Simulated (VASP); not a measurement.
Wanted: the native input for a VASP 6.6.1 run.

```yaml
Task: single point
Functional: BLYP
Potentials_or_basis: VASP PAW PBE potentials, release 64 (C)
Cutoff: 520 eV
k_mesh: 19 × 19 × 19
Occupations: fermi-dirac, width 0.1 eV
Spin: no spin polarisation
Dipole_correction: no
Further_INCAR_settings: ALGO = Normal; EDIFF = 1e-06; NBANDS = 8
```

The structure of C lies in POSCAR:

```
C
1.0
    1.8269696981      0.0000000000      0.0000000000
    0.0000000000      1.8269696981      0.0000000000
    0.0000000000      0.0000000000      1.8269696981
C
1
Direct
    0.0000000000      0.0000000000      0.0000000000
```

This cell differs from its parent crystal: volume scaled by 1.04.

The input as run:

INCAR

```
AGGAC = 1.0 ; AGGAX = 1.0
ALDAC = 0.0 ; ALDAX = 1.0
ALGO = Normal ; EDIFF = 1E-6
ENCUT = 520 ; GGA = B5
ISIF = 2 ; ISMEAR = -1
LASPH = T ; LCHARG = F
LREAL = F ; LWAVE = F
NBANDS = 8 ; NELM = 60
PREC = Accurate ; SIGMA = 0.1
```

KPOINTS

```
k-points
0
Gamma
  19 19 19
```

Potentials or basis: VASP PAW PBE potentials, release 64 (C).

The run is started by

```sh
$ cat potpaw_PBE.64/C/POTCAR > POTCAR
$ mpirun -np 1 vasp_std > vasp.out
```

It gave:

```json
{
 "Pressure": "-10.2 GPa",
 "Band gap on the k mesh": "zero (band 2 reaches 18.32 eV, above the bottom of band 3 at 7.02 eV)"
}
```

Caveat: the PAW data sets were made with another functional, which shifts forces and pressure a little.

It took 5 s on 1 thread of Intel Xeon 6975P-C (shared host), peak memory 0.11 GiB.
